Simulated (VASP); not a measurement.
CsSe2N:

```xyz
4
Lattice="3.9573 0.0000 0.0000 -1.9787 3.4271 0.0000 0.0000 -2.2848 7.5433" Properties=species:S:1:pos:R:3 pbc="T T T"
Se    0.0000    0.0000    5.2454
Se    1.9787    1.1424    2.2979
N     1.9787   -1.1424    3.7717
Cs    0.0000    0.0000    0.0000
```

- Program: VASP 6.6.1
- Task: relaxation of cell and atoms
- Functional: revPBE
- Potentials or basis: VASP PAW PBE potentials, release 64 (Se, N, Cs_sv)
- Cutoff: 600 eV
- k mesh: 6 × 6 × 6
- Occupations: gaussian, width 0.0362 eV
- Spin: no spin polarisation

At the start: pressure 0.4 GPa; volume 25.58 Å³/atom.

How do energy, volume and symmetry change on relaxing?

Over 12 steps the energy falls by 285.9 meV/atom and the volume is 25.31 Å³/atom (-1.0 %); space group R-3m (No. 166, to 0.1 Å) before and after.

The path:
```tsv
step	energy change (eV)	largest force (eV/Å)	pressure (GPa)	volume (Å³)
1	0.0000	2.4643	0.37	102.30
2	-0.5341	1.8002	-0.70	103.18
3	-1.0718	0.4543	-1.16	104.73
4	-1.1125	0.0399	-0.80	105.28
5	-1.1281	0.1833	0.15	102.34
6	-1.1286	0.2146	0.37	101.73
7	-1.1399	0.1425	0.15	101.59
8	-1.1420	0.0903	0.02	101.48
9	-1.1432	0.0315	-0.08	101.56
10	-1.1434	0.0022	-0.12	101.60
11	-1.1435	0.0052	0.06	101.07
12	-1.1435	0.0042	0.01	101.25
```

Final structure:
```
Se N Cs
1.0
     3.79317    0.00000    0.00000
    -1.89659    3.28499    0.00000
     0.00000   -2.18999    8.12582
Se N Cs
2 1 1
Direct
  0.21503 0.43006 0.64509
  0.78497 0.56994 0.35491
  0.50000 0.00000 0.50000
  0.00000 0.00000 0.00000
```

Caveat: the PAW data sets were made with another functional, which shifts forces and pressure a little.
